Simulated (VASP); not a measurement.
# Se in VASP: notebook

The runs below take Se through single point, with PBE.

Program: VASP 6.6.1. These are calculated values, not measurements. Logs are shortened: lines on timing, memory, paths and dates and some standing lists are left out, and cuts for length are marked.

## (1) The cell of the first run

The typed cell holds 3 atoms: a = 4.366 Å, b = 4.385 Å, c = 4.954 Å, α = 90.21°, β = 90.57°, γ = 120.43°.

## (2) Single point, PBE (equal xy, yz and zx shear strains of -1 %)

INCAR

```
SYSTEM = Se
PREC = Accurate
ENCUT = 520
EDIFF = 1E-6
ISMEAR = -1
SIGMA = 0.03
LREAL = .False.
LASPH = .True.
NELM = 100
ALGO = Normal
ISIF = 2
LWAVE = .False.
LCHARG = .False.
GGA = PE
NBANDS = 16
```

KPOINTS

```
regular mesh
0
Gamma
  6 6 5
  0 0 0
```

POSCAR

```
Se
1.0
    4.3661999489     -0.0218309997     -0.0218309997
   -2.2020061749      3.7921555737     -0.0079907005
   -0.0247680000     -0.0247680000      4.9536000000
Se
3
Direct
    0.2254000000      0.0000000000      0.3333333333
    0.0000000000      0.2254000000      0.6666666667
    0.7746000000      0.7746000000      0.0000000000
```

Potentials or basis: VASP PAW PBE potentials, release 64 (Se).

The run is started by

```
$ cat potpaw_PBE.64/Se/POTCAR > POTCAR
$ mpirun -np 1 vasp_std > vasp.out
```

OUTCAR:

```text
SYSTEM = Se
   PREC = Accurate
   ENCUT = 520
   EDIFF = 1E-6
   ISMEAR = -1
   LREAL = .False.
   LASPH = .True.
   NELM = 100
   ISIF = 2
   GGA = PE

 ion  position               nearest neighbor table
   1  0.225  0.000  0.333-   3 2.35   2 2.38
   2  0.000  0.225  0.667-   1 2.38   3 2.39
   3  0.775  0.775  0.000-   1 2.35   2 2.39

  LATTYP: Found a triclinic cell.
 ALAT       =     4.3663091025
 B/A-ratio  =     2.0772100272
 C/A-ratio  =     1.0043097986
 COS(alpha) =     0.0021551915
 COS(beta)  =     0.5064554505
 COS(gamma) =     0.7234117948

  Lattice vectors:

 A1 = (  -4.3661999489,   0.0218309997,   0.0218309997)
 A2 = (  -6.5551617229,  -3.7732615743,   5.0052526999)
 A3 = (  -2.2020061749,   3.7921555737,  -0.0079907005)

Analysis of symmetry for initial positions (statically):
=====================================================================
 Subroutine PRICEL returns:
 Original cell was already a primitive cell.

 Routine SETGRP: Setting up the symmetry group for a
 triclinic supercell.

 Subroutine GETGRP returns: Found  1 space group operations
 (whereof  1 operations were pure point group operations)
 out of a pool of  2 trial point group operations.

The static configuration has the point symmetry C_1 .

Analysis of symmetry for dynamics (positions and initial velocities):
=====================================================================
 Subroutine PRICEL returns:
 Original cell was already a primitive cell.

 Routine SETGRP: Setting up the symmetry group for a
 triclinic supercell.

 Subroutine GETGRP returns: Found  1 space group operations
 (whereof  1 operations were pure point group operations)
 out of a pool of  2 trial point group operations.

The dynamic configuration has the point symmetry C_1 .

 Subroutine INISYM returns: Found  1 space group operations
 (whereof  1 operations are pure point group operations),
 and found     1 'primitive' translations

----------------------------------------------------------------------------------------

                                     Primitive cell

  volume of cell :      81.7760

  direct lattice vectors                    reciprocal lattice vectors
     4.366199949 -0.021831000 -0.021831000     0.229708137  0.133389370  0.001815488
    -2.202006175  3.792155574 -0.007990700     0.001329029  0.264476794  0.001329029
    -0.024768000 -0.024768000  4.953600000     0.001014490  0.001014490  0.201883530

  length of vectors
     4.366309103  4.385127015  4.953723838     0.265634803  0.264483473  0.201888628

  position of ions in fractional coordinates (direct lattice)
     0.225400000  0.000000000  0.333333333
     1.000000000  0.225400000  0.666666667
     0.774600000  0.774600000  0.000000000

  ion indices of the primitive-cell ions
   primitive index   ion index
                 1           1
                 2           2
                 3           3

----------------------------------------------------------------------------------------

 KPOINTS: regular mesh

Automatic generation of k-mesh.
 Grid dimensions read from file:
 generate k-points for:    6    6    5

 Generating k-lattice:

  Cartesian coordinates                     Fractional coordinates (reciprocal lattice)
     0.038284690  0.022231562  0.000302581     0.166666667 -0.000000000 -0.000000000
     0.000221505  0.044079466  0.000221505     0.000000000  0.166666667  0.000000000
     0.000202898  0.000202898  0.040376706    -0.000000000 -0.000000000  0.200000000

  Length of vectors
     0.044272467  0.044080579  0.040377726

  Shift w.r.t. Gamma in fractional coordinates (k-lattice)
     0.000000000  0.000000000  0.000000000

 Subroutine IBZKPT returns following result:
 ===========================================

 Found     92 irreducible k-points:

 Following reciprocal coordinates:
            Coordinates               Weight
  0.000000  0.000000  0.000000      1.000000
  0.166667  0.000000 -0.000000      2.000000
  0.333333  0.000000  0.000000      2.000000
  0.500000  0.000000  0.000000      1.000000
 -0.000000  0.166667  0.000000      2.000000
  0.166667  0.166667 -0.000000      2.000000
[... 16 lines left out ...]
  0.333333  0.000000  0.200000      2.000000
  0.500000  0.000000  0.200000      2.000000
 [... further k-points ...]
   k-points           NKPTS =     92   k-points in BZ     NKDIM =     92   number of bands    NBANDS=     16
   number of dos      NEDOS =    301   number of ions     NIONS =      3
   total plane-waves  NPLWV =  46080
   dimension x,y,z NGX =    32 NGY =   36 NGZ =   40
   dimension x,y,z NGXF=    64 NGYF=   72 NGZF=   80
   ions per type =               3
   NGX,Y,Z   is equivalent  to a cutoff of  12.18, 13.65, 13.42 a.u.
   NGXF,Y,Z  is equivalent  to a cutoff of  24.37, 27.30, 26.85 a.u.
 SYSTEM =  Se
   PREC   = accura    normal or accurate (medium, high low for compatibility)
   ISTART =      0    job   : 0-new  1-cont  2-samecut
   ICHARG =      2    charge: 1-file 2-atom 10-const
   ISPIN  =      1    spin polarized calculation?
   LNONCOLLINEAR =      F non collinear calculations
   LSORBIT =      F    spin-orbit coupling
   LASPH  =      T    aspherical Exc in radial PAW
   ENCUT  =  520.0 eV  38.22 Ry    6.18 a.u.   8.12  8.15  9.21*2*pi/ulx,y,z
   NELM   =    100;   NELMIN=  2; NELMDL= -5     # of ELM steps
   EDIFF  = 0.1E-05   stopping-criterion for ELM
   LREAL  =      F    real-space projection
   EDIFFG = 0.1E-04   stopping-criterion for IOM
   NSW    =      0    number of steps for IOM
   IBRION =     -1    ionic relax: 0-MD 1-quasi-New 2-CG
   NFREE  =      0    steps in history (QN), initial steepest desc. (CG)
   ISIF   =      2    stress and relaxation
   ISYM   =      2    0-nonsym 1-usesym 2-fastsym
   POTIM  = 0.5000    time-step for ionic-motion
   TEBEG  =    0.0;   TEEND  =   0.0 temperature during run
   PSTRESS=    0.0 pullay stress
   NELECT =      18.0000    total number of electrons
   NUPDOWN=      -1.0000    fix difference up-down
   EMIN   =  10.00;   EMAX   =-10.00  energy-range for DOS
   EFERMI =   0.00;   METHOD = LEGACY
   ISMEAR =    -1;   SIGMA  =   0.03  broadening in eV -4-tet -1-fermi 0-gaus
   EFERMI_NEDOS =   21; number of points for ismear=-14 and -15
   IALGO  =     38    algorithm
   IMIX   =      4    mixing-type and parameters
[... 36 lines left out ...]
  band No.  band energies     occupation
      1     -13.1763      2.00000
      2      -9.0954      2.00000
      3      -9.0060      2.00000
      4      -1.1732      2.00000
      5      -1.1530      2.00000
      6      -1.0723      2.00000
[... 8 lines left out ...]
     15       9.1946      0.00000
     16      11.0571      0.00000

 k-point     2 :       0.1667    0.0000   -0.0000
  band No.  band energies     occupation
      1     -13.0691      2.00000
      2      -9.1131      2.00000
      3      -9.0777      2.00000
      4      -1.8615      2.00000
      5      -1.4875      2.00000
      6      -0.8976      2.00000
[... 8 lines left out ...]
     15      10.0651      0.00000
     16      11.0416      0.00000

 k-point     3 :       0.3333    0.0000    0.0000
  band No.  band energies     occupation
      1     -12.8259      2.00000
      2      -9.3421      2.00000
      3      -9.0824      2.00000
      4      -2.3766      2.00000
      5      -1.8916      2.00000
      6      -0.9376      2.00000
[... 8 lines left out ...]
     15      11.2336      0.00000
     16      12.0989      0.00000

 k-point     4 :       0.5000    0.0000    0.0000
  band No.  band energies     occupation
      1     -12.6848      2.00000
      2      -9.4950      2.00000
      3      -9.0786      2.00000
      4      -2.4813      2.00000
      5      -2.0595      2.00000
      6      -0.7900      2.00000
[... 8 lines left out ...]
     15      12.3129      0.00000
     16      12.4227      0.00000

 k-point     5 :      -0.0000    0.1667    0.0000
  band No.  band energies     occupation
      1     -13.0717      2.00000
      2      -9.1810      2.00000
      3      -9.0062      2.00000
      4      -1.8398      2.00000
      5      -1.4716      2.00000
      6      -0.8983      2.00000
[... 8 lines left out ...]
     15      10.0011      0.00000
     16      11.0821      0.00000

 k-point     6 :       0.1667    0.1667   -0.0000
  band No.  band energies     occupation
      1     -12.8936      2.00000
      2      -9.2851      2.00000
      3      -9.0692      2.00000
      4      -2.2043      2.00000
      5      -1.9569      2.00000
      6      -0.7653      2.00000
[... 8 lines left out ...]
     15      10.7144      0.00000
     16      11.5135      0.00000

 k-point     7 :       0.3333    0.1667    0.0000
  band No.  band energies     occupation
      1     -12.6910      2.00000
      2      -9.4095      2.00000
      3      -9.1634      2.00000
      4      -2.4010      2.00000
      5      -2.1641      2.00000
      6      -0.6533      2.00000
[... 8 lines left out ...]
     15      11.7037      0.00000
     16      12.1747      0.00000

 k-point     8 :       0.5000    0.1667    0.0000
  band No.  band energies     occupation
      1     -12.6927      2.00000
      2      -9.4070      2.00000
      3      -9.1661      2.00000
      4      -2.4004      2.00000
      5      -2.1653      2.00000
      6      -0.6522      2.00000
[... 8 lines left out ...]
     15      11.6963      0.00000
     16      12.1296      0.00000

 k-point     9 :      -0.3333    0.1667   -0.0000
  band No.  band energies     occupation
      1     -12.8965      2.00000
      2      -9.2837      2.00000
      3      -9.0717      2.00000
      4      -2.2100      2.00000
      5      -1.9537      2.00000
      6      -0.7537      2.00000
[... 8 lines left out ...]
     15      10.7101      0.00000
     16      11.5143      0.00000
[... 172 lines left out ...]
 k-point    19 :       0.3333    0.5000    0.0000
  band No.  band energies     occupation
      1     -12.7058      2.00000
      2      -9.4862      2.00000
      3      -9.0701      2.00000
      4      -2.3975      2.00000
      5      -2.1280      2.00000
      6      -0.6166      2.00000
[... 8 lines left out ...]
     15      11.6961      0.00000
     16      12.2220      0.00000

 k-point    20 :       0.5000    0.5000   -0.0000
  band No.  band energies     occupation
      1     -12.7039      2.00000
      2      -9.5769      2.00000
      3      -8.9721      2.00000
      4      -2.4824      2.00000
      5      -2.0157      2.00000
      6      -0.7533      2.00000
[... 8 lines left out ...]
     15      12.3232      0.00000
     16      12.4273      0.00000

 k-point    21 :      -0.0000    0.0000    0.2000
  band No.  band energies     occupation
      1     -12.9869      2.00000
      2     -10.3659      2.00000
      3      -7.7873      2.00000
      4      -1.6372      2.00000
      5      -0.9822      2.00000
      6      -0.8711      2.00000
[... 8 lines left out ...]
     15       9.7588      0.00000
     16      10.0176      0.00000

 k-point    22 :       0.1667    0.0000    0.2000
  band No.  band energies     occupation
      1     -12.8780      2.00000
      2     -10.3530      2.00000
      3      -7.9309      2.00000
      4      -1.9509      2.00000
      5      -1.4708      2.00000
      6      -0.7653      2.00000
[... 8 lines left out ...]
     15      10.0129      0.00000
     16      10.2778      0.00000

 k-point    23 :       0.3333    0.0000    0.2000
  band No.  band energies     occupation
      1     -12.6425      2.00000
      2     -10.2995      2.00000
      3      -8.2836      2.00000
      4      -2.3199      2.00000
      5      -2.0357      2.00000
      6      -0.7273      2.00000
[... 8 lines left out ...]
     15      10.7413      0.00000
     16      11.3090      0.00000

 k-point    24 :       0.5000    0.0000    0.2000
  band No.  band energies     occupation
      1     -12.5109      2.00000
      2     -10.2806      2.00000
      3      -8.4461      2.00000
      4      -2.5426      2.00000
      5      -2.3521      2.00000
      6      -0.9654      2.00000
[... 8 lines left out ...]
     15      12.1315      0.00000
     16      12.3836      0.00000

 [... further k-points ...]
[... 5 lines left out ...]
  --------------------------------------------------------------------------------------
  -------------------------------------------------------------------------------------
  Total        1.3116577      1.0721646      2.1263668      0.1971056      0.2659540      0.3902242
  in kB       25.6983340     21.0061229     41.6603236      3.8617435      5.2106388      7.6453720
  external PRESSURE =      29.4549269 kB  Pullay stress =       0.0000000 kB

 VOLUME and BASIS-vectors are now :
 -----------------------------------------------------------------------------
  energy-cutoff  :      520.00
  volume of cell :       81.78
      direct lattice vectors                 reciprocal lattice vectors
     4.366199949 -0.021831000 -0.021831000     0.229708137  0.133389370  0.001815488
    -2.202006175  3.792155574 -0.007990700     0.001329029  0.264476794  0.001329029
    -0.024768000 -0.024768000  4.953600000     0.001014490  0.001014490  0.201883530

 POSITION                                       TOTAL-FORCE (eV/Angst)
 -----------------------------------------------------------------------------------
      0.97589     -0.01318      1.64628         0.485842      0.085712      0.175659
     -0.51284      0.83824      3.30060        -0.168884      0.292203      0.019716
      1.67638      2.92049     -0.02310        -0.316957     -0.377915     -0.195375
 -----------------------------------------------------------------------------------
    total drift:                               -0.000032     -0.000043      0.000028

  FREE ENERGIE OF THE ION-ELECTRON SYSTEM (eV)
  ---------------------------------------------------
  free  energy   TOTEN  =       -10.4654484835 eV

  energy  without entropy=      -10.4654484834  energy(sigma->0) =      -10.46544848
```

Run time: 44 s. Hardware: 1 thread of Intel Xeon Platinum 8488C (Sapphire Rapids), shared host; peak memory 0.25 GiB.

Results:

* Free energy: -10.4654 eV
* Pressure: 2.9 GPa
* Largest force: 0.531 eV/Å
* Band gap on the k mesh: 1.26 eV, indirect (least direct gap 1.50 eV)

Forces on the atoms (eV/Å):
```
Se   0.486  0.086  0.176
Se  -0.169  0.292  0.020
Se  -0.317 -0.378 -0.195
```

Caveat: the cell differs from its parent crystal (equal xy, yz and zx shear strains of -1 %). A k mesh can miss the band edges.

## (3) Single point, PBE (equal xy, yz and zx shear strains of +2 %)

Changes to INCAR since step 2:

```diff
@@ -8,3 +8,3 @@
 LASPH = .True.
-NELM = 100
+NELM = 80
 ALGO = Normal
```

KPOINTS is that of step 2.

POSCAR

```
Se
1.0
    4.3661999489      0.0436619995      0.0436619995
   -2.1452875738      3.7594090740      0.0159814010
    0.0495360000      0.0495360000      4.9536000000
Se
3
Direct
    0.2254000000      0.0000000000      0.3333333333
    0.0000000000      0.2254000000      0.6666666667
    0.7746000000      0.7746000000      0.0000000000
```

Potentials or basis: VASP PAW PBE potentials, release 64 (Se).

The run is started by

```
$ cat potpaw_PBE.64/Se/POTCAR > POTCAR
$ mpirun -np 1 vasp_std > vasp.out
```

Wall time 39 s (1 thread of Intel Xeon Platinum 8488C (Sapphire Rapids), shared host); peak memory 0.24 GiB.

It converged, with:

* Free energy: -10.4534 eV
* Pressure: 3.0 GPa
* Largest force: 0.635 eV/Å
* Band gap on the k mesh: 1.15 eV, indirect (least direct gap 1.43 eV)

Forces on the atoms (eV/Å):
```
Se   0.355 -0.158 -0.323
Se  -0.315  0.549 -0.045
Se  -0.039 -0.390  0.368
```

Stress tensor (GPa, compression positive):
```
 1.97 -0.71 -1.40
-0.71  2.85 -0.99
-1.40 -0.99  4.29
```

Levels at points of the mesh, in eV from the valence-band top:
| k point | band 7 | band 8 | band 9 | band 10 | band 11 | band 12 |
| --- | --- | --- | --- | --- | --- | --- |
| (0.00, 0.00, 0.00) | -2.00 | -1.96 | -0.34 | 1.78 | 2.10 | 2.31 |
| (0.50, 0.00, 0.00) | -2.91 | -1.71 | -0.90 | 2.09 | 2.46 | 3.97 |
| (0.00, 0.50, 0.00) | -2.77 | -1.71 | -0.91 | 1.94 | 2.45 | 4.31 |
| (0.50, 0.50, 0.00) | -2.79 | -1.73 | -0.95 | 1.89 | 2.44 | 4.30 |

Caveat: the cell differs from its parent crystal (equal xy, yz and zx shear strains of +2 %).

## (4) Single point, PBE (equal xx and yy strain of -3 %)

INCAR

```
  ALGO = Normal
  EDIFF = 1E-7
  ENCUT = 520
  GGA = PE
  ISIF = 2
  ISMEAR = -1
  LASPH = True
  LCHARG = True
  LELF = True
  LREAL = False
  LVHAR = True
  LWAVE = False
  NBANDS = 16
  NELM = 60
  PREC = Accurate
  SIGMA = 0.03
```

KPOINTS

```
k-points
0
Gamma
  6 6 5
```

POSCAR

```
Se
1.0
    4.2352139504      0.0000000000      0.0000000000
   -2.1176069753      3.6678028716      0.0000000000
    0.0000000000      0.0000000000      4.9536000000
Se
3
Direct
    0.2254000000      0.0000000000      0.3333333333
    0.0000000000      0.2254000000      0.6666666667
    0.7746000000      0.7746000000      0.0000000000
```

The run is started by

```
$ cat potpaw_PBE.64/Se/POTCAR > POTCAR
$ mpirun -np 1 vasp_std > vasp.out
```

It used 71 s of CPU time on 1 thread of AMD EPYC 7R13 Processor (Zen 3), with other jobs on the host.

The run converged. Its results:

- Free energy: -10.3551 eV
- Pressure: 6.4 GPa
- Largest force: 1.042 eV/Å
- Band gap on the k mesh: 1.32 eV, indirect (least direct gap 1.38 eV)

Forces on the atoms (eV/Å):
```
Se   1.042  0.000  0.000
Se  -0.521  0.903  0.000
Se  -0.521 -0.903  0.000
```

Stress tensor (GPa, compression positive):
```
5.41 0.00 0.00
0.00 5.41 0.00
0.00 0.00 8.41
```

Levels at points of the mesh, in eV from the valence-band top:
```
           k point  band 7  band 8  band 9  band 10  band 11  band 12
(0.00, 0.00, 0.00)   -2.11   -2.11   -0.36     1.98     1.98     2.38
(0.50, 0.00, 0.00)   -3.09   -1.82   -1.02     2.01     2.48     4.52
```

Caveat: the cell differs from its parent crystal (equal xx and yy strain of -3 %); forces of over 1 eV/Å act on the atoms, so gaps and moduli don't describe the material at rest.

## (5) Single point, PBE (equal xx and yy strain of -1 %)

INCAR

```
SYSTEM = Se
  PREC = Accurate
  ENCUT = 520
  EDIFF = 1E-6
  ISMEAR = -1
  SIGMA = 0.03
  LREAL = .FALSE.
  LASPH = .TRUE.
  NELM = 80
  ALGO = Normal
  ISIF = 2
  LWAVE = .FALSE.
  LCHARG = .TRUE.
  GGA = PE
  LELF = .TRUE.
  LVHAR = .TRUE.
  NBANDS = 16
```

KPOINTS

```
Automatic mesh
0
G
  6 6 5
  0 0 0
```

POSCAR

```
Se
1.0
    4.3225379494      0.0000000000      0.0000000000
   -2.1612689748      3.7434276731      0.0000000000
    0.0000000000      0.0000000000      4.9536000000
Se
3
Direct
    0.2254000000      0.0000000000      0.3333333333
    0.0000000000      0.2254000000      0.6666666667
    0.7746000000      0.7746000000      0.0000000000
```

The run is started by

```
$ cat potpaw_PBE.64/Se/POTCAR > POTCAR
$ mpirun -np 1 vasp_std > vasp.out
```

It used 52 s of CPU time on 1 thread of AMD EPYC 7R13 Processor (Zen 3) (shared host).

The run converged. Its results:

| Item | Value |
| --- | --- |
| Free energy | -10.4415 eV |
| Pressure | 4.0 GPa |
| Largest force | 0.630 eV/Å |
| Band gap on the k mesh | 1.32 eV, indirect (least direct gap 1.47 eV) |

Forces in eV/Å, atoms in the order of the input:
```
Se   0.630  0.000  0.000
Se  -0.315  0.546  0.000
Se  -0.315 -0.546  0.000
```

Stress tensor (GPa, compression positive):
```
3.27 0.00 0.00
0.00 3.27 0.00
0.00 0.00 5.42
```

Levels at points of the mesh, in eV from the valence-band top:
| k point | band 7 | band 8 | band 9 | band 10 | band 11 | band 12 |
| --- | --- | --- | --- | --- | --- | --- |
| (0.00, 0.00, 0.00) | -2.00 | -2.00 | -0.33 | 1.99 | 1.99 | 2.31 |
| (0.50, 0.00, 0.00) | -2.89 | -1.73 | -0.94 | 2.03 | 2.45 | 4.31 |

Caveat: the cell differs from its parent crystal (equal xx and yy strain of -1 %). A k mesh can miss the band edges.

## (6) Overview

```tsv
cell	gap on the mesh (eV)	pressure (GPa)	largest force (eV/Å)
a = 4.366, b = 4.385, c = 4.954 Å, angles 90.2, 90.6, 120.4°, 3 atoms	1.26	2.9	0.53
a = 4.367, b = 4.328, c = 4.954 Å, angles 89.6, 88.8, 119.1°, 3 atoms	1.15	3.0	0.63
a = 4.235, b = 4.235, c = 4.954 Å, angles 90.0, 90.0, 120.0°, 3 atoms	1.32	6.4	1.04
a = 4.323, b = 4.323, c = 4.954 Å, angles 90.0, 90.0, 120.0°, 3 atoms	1.32	4.0	0.63
```

Alike in all rows: task single point; level PBE; potentials or basis VASP PAW PBE potentials, release 64 (Se); no spin polarisation; k mesh 6 × 6 × 5; cutoff (eV) 520; smearing fermi-dirac 0.03 eV.

Caveats: forces of over 1 eV/Å act on the atoms, so gaps and moduli don't describe the material at rest (some runs).

Total energies depend on the potentials used, so only differences within one code and one set of settings carry meaning.
